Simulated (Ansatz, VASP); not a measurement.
Hf in VASP and in Ansatz

POSCAR

```
Hf
1.0
    0.0000000000      2.1899963220      2.1899963220
    2.1899963220      0.0000000000      2.1899963220
    2.1899963220      2.1899963220      0.0000000000
Hf
1
Direct
    0.0000000000      0.0000000000      0.0000000000
```

INCAR.step1

```
SYSTEM = Hf
PREC = Accurate ; ENCUT = 520
ISMEAR = -1 ; SIGMA = 0.05
LREAL = .False. ; LASPH = .True.
NELM = 60 ; NBANDS = 11
GGA = PE ; ALGO = Normal
EDIFF = 1E-4 ; LWAVE = .True.
LCHARG = .False.
```

File INCAR.step2:

```
SYSTEM = Hf
PREC = Accurate ; ENCUT = 520
EDIFF = 1E-6 ; ISMEAR = -1
SIGMA = 0.05 ; LREAL = .False.
LASPH = .True. ; NELM = 60
ALGO = Normal ; ISIF = 2
LWAVE = .False. ; LCHARG = .False.
METAGGA = R2SCAN ; LMIXTAU = .True.
NBANDS = 11 ; ISTART = 1
```

The input KPOINTS:

```
Automatic mesh
0
Gamma
  10 10 10
  0 0 0
```

Contents of input.yaml:

```yaml
crystal:
  lattice:
    - [0.0, 2.189996322, 2.189996322]
    - [2.189996322, 0.0, 2.189996322]
    - [2.189996322, 2.189996322, 0.0]
  atoms:
    - { symbol: Hf, position: [0.0, 0.0, 0.0] }
hamiltonian:
  xc: r2scan
  pseudopotentials: { kind: paw }
kpoints:
  mp_grid: { grid: [10, 10, 10] }
scf:
  occupations: { method: fermi_dirac, width: 0.05 }
output:
  forces: true
  stress: true
  eigenvalues: true
```

Alike in both runs: task single point; functional r2SCAN; k mesh 10 × 10 × 10; occupations fermi-dirac, width 0.05 eV; no spin polarisation.

|  | VASP | Ansatz |
| --- | --- | --- |
| version | VASP 6.6.1 | Ansatz 0.2.0 |
| potentials or method | VASP PAW PBE potentials, release 64 (Hf_pv) | Ansatz PAW |
| plane-wave cutoff (eV) | 520 | 500 |
| valence electrons in the cell | 10 | 26 |

```csv
,VASP,Ansatz,Ansatz less VASP
gap on the k mesh at the Fermi level (eV),none,none,-
pressure (GPa),6.8,7.2,+0.48
```

VASP's potentials were made for PBE, not for r2SCAN. A gap of «none» marks a metal or a gap that the smearing closes. VASP's potentials hold 10 valence electrons a cell and Ansatz's 26, so a difference there can come from the potentials and not from the codes.

Neither program's run includes spin-orbit coupling.
